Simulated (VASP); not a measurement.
Set up this calculation in VASP 6.6.1, as the native input.

```yaml
Task: single point
Functional: PBE
Potentials_or_basis: VASP PAW PBE potentials, release 64 (Tl_d, Ge_d, H)
Cutoff: 520 eV
k_mesh: 3 × 3 × 4
Occupations: gaussian, width 0.1 eV
Spin: no spin polarisation
Dipole_correction: no
Further_INCAR_settings: ALGO = Normal; EDIFF = 1e-06; NBANDS = 43
```

The structure of Tl3Ge2H lies in POSCAR:

```
Tl3Ge2H
1.0
    6.4854956500      0.0000000000      0.0000000000
   -3.2427478300      5.6166039900      0.0000000000
    0.0000000000      0.0000000000      3.8122417300
Tl Ge H
3 2 1
Direct
    0.0000000000      0.5000000000      0.0000000000
    0.5000000000      0.0000000000      0.0000000000
    0.5000000000      0.5000000000      0.0000000000
    0.3333333300      0.6666666700      0.5000000000
    0.6666666700      0.3333333300      0.5000000000
    0.0000000000      0.0000000000      0.5000000000
```

One way to write it, as run:

INCAR

```
PREC     = Accurate       # precision mode
ENCUT    = 520            # plane-wave cutoff, eV
EDIFF    = 1E-6           # SCF threshold, eV
ISMEAR   = 0              # smearing method
SIGMA    = 0.1            # smearing width, eV
LREAL    = False          # projectors in reciprocal space
LASPH    = True           # aspherical terms in the spheres
NELM     = 60             # most SCF steps
ALGO     = Normal         # electronic algorithm
ISIF     = 2              # what is computed and relaxed
LWAVE    = False          # write WAVECAR
LCHARG   = False          # write CHGCAR
GGA      = PE             # functional
NBANDS   = 43             # bands
```

KPOINTS

```
Automatic mesh
0
Gamma
  3 3 4
```

Potentials or basis: VASP PAW PBE potentials, release 64 (Tl_d, Ge_d, H).

The run is started by

```bash
$ cat potpaw_PBE.64/Tl_d/POTCAR potpaw_PBE.64/Ge_d/POTCAR potpaw_PBE.64/H/POTCAR > POTCAR
$ mpirun -np 1 vasp_std > vasp.out
```

Results of the run:

```json
{"Pressure": "15.5 GPa", "Band gap on the k mesh": "zero (band 34 reaches 5.52 eV, above the bottom of band 35 at 4.91 eV)"}
```

Caveat: the k points lie up to 0.41 Å⁻¹ apart; spin-orbit coupling is left out, which moves the levels of the heavy elements.

Wall time 52 s on 1 thread of Intel(R) Xeon(R) Platinum 8375C CPU @ 2.90GHz (Ice Lake), with other jobs on the host, peak memory 0.26 GiB.
